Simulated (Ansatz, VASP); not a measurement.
Pt: VASP beside Ansatz

POSCAR

```
Pt
1.0
    0.0000000000      1.9343981026      1.9343981026
    1.9343981026      0.0000000000      1.9343981026
    1.9343981026      1.9343981026      0.0000000000
Pt
1
Direct
    0.0000000000      0.0000000000      0.0000000000
```

File INCAR.step1:

```
SYSTEM = Pt
ALGO = Normal
EDIFF = 1E-4
ENCUT = 520
GGA = PE
ISMEAR = -1
LASPH = .TRUE.
LCHARG = .FALSE.
LREAL = .FALSE.
LWAVE = .TRUE.
NBANDS = 11
NELM = 100
PREC = Accurate
SIGMA = 0.05
```

INCAR.step2

```
SYSTEM = Pt
ALGO = Normal
EDIFF = 1E-7
ENCUT = 520
ISIF = 2
ISMEAR = -1
ISTART = 1
LASPH = .TRUE.
LCHARG = .FALSE.
LMIXTAU = .TRUE.
LREAL = .FALSE.
LWAVE = .FALSE.
METAGGA = R2SCAN
NBANDS = 11
NELM = 100
PREC = Accurate
SIGMA = 0.05
```

Contents of KPOINTS:

```
k-points
0
G
  12 12 12
  0 0 0
```

File input.yaml:

```yaml
crystal:
  lattice:
    - [0.0, 1.9343981026, 1.9343981026]
    - [1.9343981026, 0.0, 1.9343981026]
    - [1.9343981026, 1.9343981026, 0.0]
  atoms:
    - { symbol: Pt, position: [0.0, 0.0, 0.0] }
hamiltonian:
  xc: r2scan
  pseudopotentials: { kind: paw }
kpoints:
  mp_grid: { grid: [12, 12, 12] }
scf:
  occupations: { method: fermi_dirac, width: 0.05 }
output:
  forces: true
  stress: true
  eigenvalues: true
  write_density: true
  write_potential: true
  elf: true
  volumetric_format: npy
```

Alike in both runs: task single point; functional r2SCAN; k mesh 12 × 12 × 12; occupations fermi-dirac, width 0.05 eV; no spin polarisation.

|  | VASP | Ansatz |
| --- | --- | --- |
| version | VASP 6.6.1 | Ansatz 0.2.0 |
| potentials or method | VASP PAW PBE potentials, release 64 (Pt) | Ansatz PAW |
| plane-wave cutoff (eV) | 520 | 500 |
| valence electrons in the cell | 10 | 18 |

```tsv
	VASP	Ansatz	Ansatz less VASP
gap on the k mesh at the Fermi level (eV)	none	none	-
pressure (GPa)	18.5	17.5	-1.05
```

VASP's potentials were made for PBE, not for r2SCAN. A gap of «none» marks a metal or a gap that the smearing closes. VASP's potentials hold 10 valence electrons a cell and Ansatz's 18, so a difference there can come from the potentials and not from the codes.

Spin-orbit coupling is off throughout.
